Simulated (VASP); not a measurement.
Here is a VASP 6.6.1 calculation.

Contents of INCAR:

```
SYSTEM = Si16O
PREC = Accurate
ENCUT = 520
EDIFF = 1E-6
ISMEAR = -1
SIGMA = 0.02
LREAL = .False.
LASPH = .True.
NELM = 200
ALGO = Normal
ISIF = 2
LWAVE = .False.
LCHARG = .False.
ISPIN = 2
MAGMOM = 0 0 0 0 0 0 0 0 0 0 0 0 0 0 0 0 1
LORBIT = 11
GGA = PE
IVDW = 12
NBANDS = 53
GGA_COMPAT = .False.
```

File KPOINTS:

```
regular mesh
0
Gamma
  2 2 2
  0 0 0
```

POSCAR

```
Si16O
1.0
    0.0000000000      5.4300000000      5.4300000000
    5.4300000000      0.0000000000      5.4300000000
    5.4300000000      5.4300000000      0.0000000000
Si O
16 1
Direct
   -0.0261970534      0.0169521179      0.0235267035
    0.1310589319      0.1190883978      0.1420534070
    0.0188213628     -0.0698342541      0.5160405157
    0.1272007366      0.0970534070      0.6178084715
   -0.0911786372      0.5213259669      0.0778268877
    0.0543278085      0.6562615101      0.1588213628
   -0.0387108656      0.4686372007      0.5556169429
    0.0235174954      0.5866298343      0.7375138122
    0.4987753223      0.0049079190     -0.0469337017
    0.6084254144      0.1464732965      0.1118508287
    0.4684069982     -0.0195488029      0.4775230203
    0.6347513812      0.1064640884      0.5704419890
    0.4547605893      0.4979650092      0.0344659300
    0.5770718232      0.5930018416      0.1656906077
    0.4238121547      0.4167219153      0.6546224678
    0.5818508287      0.6073204420      0.6503959484
    0.4931215470      0.6007090239      0.3955709024
```

Potentials or basis: VASP PAW PBE potentials, release 64 (Si, O).

Launch:

```bash
$ cat potpaw_PBE.64/Si/POTCAR potpaw_PBE.64/O/POTCAR > POTCAR
$ mpirun -np 1 vasp_std > vasp.out
```

(1) What does it give for the largest force?

(2) Estimate the band gap on the k mesh.

(3) Predict the pressure.

## Answers

(1) 3.303 eV/Å.

(2) 0.18 eV.

(3) 2.7 GPa.

Caveat: the k points lie up to 0.50 Å⁻¹ apart; the atoms stand as in a frame of molecular dynamics.
